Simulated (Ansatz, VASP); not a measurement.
## NaH in VASP and in Ansatz

```xyz
2
Lattice="3.0881 0.0000 0.0000 0.0000 2.8221 0.0000 0.0000 0.0000 2.9551" Properties=species:S:1:pos:R:3 pbc="T T T"
Na    0.0000    0.0000    0.0000
H     1.5441    1.4111    1.4776
```

Change from the starting cell: strain +0.0450 x Voigt [1, -1, 0, 0, 0, 0], atoms carried along.

Alike in both runs: task single point; functional PBE; k mesh 10 × 10 × 10; occupations gaussian, width 0.05 eV; no spin polarisation.

```csv
,VASP,Ansatz
version,VASP 6.6.1,Ansatz 0.2.0
potentials or method,"VASP PAW PBE potentials, release 64 (Na_pv, H), cutoff 520 eV","scalar-relativistic, plane waves, PAW"
valence electrons in the cell,8,10
```

|  | VASP | Ansatz | Ansatz less VASP |
| --- | --- | --- | --- |
| gap on the k mesh at the Fermi level (eV) | 0.56 | 0.57 | +0.004 |
| least direct gap on the mesh (eV) | 4.28 | 4.28 | +0.006 |
| pressure (GPa) | 0.3 | 0.3 | +0.04 |
| traceless stress, the component that is largest in VASP (GPa) | 5.16 | 5.15 | -0.008 |

The functional is the same, so the differences come from potentials, cutoffs and numerics. VASP's potentials hold 8 valence electrons a cell and Ansatz's 10, so a difference there can come from the potentials and not from the codes.
